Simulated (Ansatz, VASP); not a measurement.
ZnS: VASP beside Ansatz

```
Zn S
1.0
     2.73208    2.73208    0.00000
    -2.73208    2.73208    0.00000
     0.00000    0.00000    5.38789
Zn S
2 2
Cartesian
  0.0000 0.0000 0.0000
  0.0000 2.7321 2.6939
  1.3660 1.3660 4.0409
  -1.3660 1.3660 1.3470
```

Alike in both runs: task single point; functional PBE; k mesh 8 × 8 × 6; occupations gaussian, width 0.02 eV; no spin polarisation.

```csv
,VASP,Ansatz
version,VASP 6.6.1,Ansatz 0.2.0
potentials or method,"VASP PAW PBE potentials, release 64 (Zn, S), cutoff 520 eV","scalar-relativistic, plane waves, PAW"
valence electrons in the cell,36,36
```

|  | VASP | Ansatz | Ansatz less VASP |
| --- | --- | --- | --- |
| gap on the k mesh at the Fermi level (eV) | 2.00 | 1.99 | -0.005 |
| least direct gap on the mesh (eV) | 2.00 | 1.99 | -0.005 |
| pressure (GPa) | 0.3 | 0.2 | -0.14 |
| traceless stress, the component that is largest in VASP (GPa) | 0.37 | 0.37 | +0.003 |
